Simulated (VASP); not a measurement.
Ba2TiO4: single point with LDA

The system is Ba2TiO4.

```xyz
7
Lattice="3.9821 0.0000 0.0000 0.0000 3.9821 0.0000 0.0000 0.0000 8.7882" Properties=species:S:1:pos:R:3 pbc="T T T"
Ba    0.0000    0.0000    6.3764
Ba    0.0000    0.0000    2.4117
Ti    1.9910    1.9910    4.3941
O     0.0000    1.9910    4.3941
O     1.9910    1.9910    6.3856
O     1.9910    1.9910    2.4025
O     1.9910    0.0000    4.3941
```

```yaml
Program: VASP 6.6.1
Task: single point
Functional: LDA
Potentials_or_basis: VASP PAW LDA potentials, release 64 (Ba_sv, Ti_sv, O)
Cutoff: 520 eV
k_mesh: 4 × 4 × 2
Occupations: gaussian, width 0.01 eV
Spin: no spin polarisation
Dipole_correction: no
k_mesh_for_the_DOS: 6 × 6 × 3
Occupations_for_the_DOS: tetrahedron
Further_INCAR_settings: ALGO = Normal; EDIFF = 1e-07; NBANDS = 37
```

```json
{"Valence electrons inside the program's atomic spheres": "Ba 7.92; Ti 10.27; O 5.00, 4.93 (each value once)"}
```

Levels at points of the mesh, in eV from the valence-band top:
| k point | band 25 | band 26 | band 27 | band 28 | band 29 | band 30 | band 31 | band 32 |
| --- | --- | --- | --- | --- | --- | --- | --- | --- |
| (0.00, 0.00, 0.00) | -0.96 | -0.30 | -0.04 | -0.04 | 1.83 | 1.94 | 2.98 | 2.98 |
| (0.50, 0.00, 0.00) | -1.52 | -0.72 | -0.20 | -0.20 | 3.09 | 3.48 | 3.59 | 3.72 |
| (0.50, 0.50, 0.00) | -0.22 | -0.22 | -0.02 | -0.02 | 3.95 | 4.08 | 4.08 | 4.09 |

Run time: 2.9 min on 1 thread of Intel(R) Xeon(R) Platinum 8259CL CPU @ 2.50GHz (Skylake/Cascade Lake) (shared host), peak memory 0.25 GiB.

Caveat: spin-orbit coupling is left out, which moves the levels of the heavy elements.
